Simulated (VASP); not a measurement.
A run of VASP 6.6.1 is set up as follows.

The input POSCAR:

```
Cu
1.0
   -1.4427930000      1.4427930000      1.3760810000
    1.4427930000     -1.4427930000      1.3760810000
    1.4427930000      1.4427930000     -1.3760810000
Cu
1
Direct
    0.0000000000      0.0000000000      0.0000000000
```

INCAR.step1

```
  ALGO = Normal
  EDIFF = 1E-4
  ENCUT = 600
  GGA = PE
  ISMEAR = -1
  LASPH = T
  LCHARG = F
  LREAL = F
  LWAVE = T
  NELM = 60
  PREC = Accurate
  SIGMA = 0.1
```

Contents of INCAR.step2:

```
  ALGO = Normal
  EDIFF = 1E-6
  EDIFFG = -0.01
  ENCUT = 600
  IBRION = 2
  ISIF = 3
  ISMEAR = -1
  ISTART = 1
  IVDW = 13
  LASPH = T
  LCHARG = F
  LMIXTAU = T
  LREAL = F
  LWAVE = F
  METAGGA = R2SCAN
  NELM = 60
  NSW = 80
  PREC = Accurate
  SIGMA = 0.1
  VDW_A1 = 0.51559235
  VDW_A2 = 5.77342911
  VDW_S6 = 1.0
  VDW_S8 = 0.6018749
```

KPOINTS

```
k-points
0
Gamma
  15 15 15
```

Potentials or basis: VASP PAW PBE potentials, release 64 (Cu).

Command:

```console
$ cat potpaw_PBE.64/Cu/POTCAR > POTCAR
$ cp INCAR.step1 INCAR
$ mpirun -np 1 vasp_std > vasp.out
$ cp INCAR.step2 INCAR
$ mpirun -np 1 vasp_std > vasp.out
```

Q: What does it give for the relaxed cell?

A: a = 2.455 Å, b = 2.455 Å, c = 2.455 Å, α = 108.22°, β = 108.22°, γ = 112.00°.

Q: What does it give for the relaxed volume?

A: 11.37 Å³/atom.

Stress tensor (GPa, compression positive):
```
0.00 0.00 0.00
0.00 0.00 0.00
0.00 0.00 0.11
```

Caveat: the PAW data sets were made with another functional, which shifts forces and pressure a little; pairwise dispersion overbinds metals, which lowers pressure and volume.
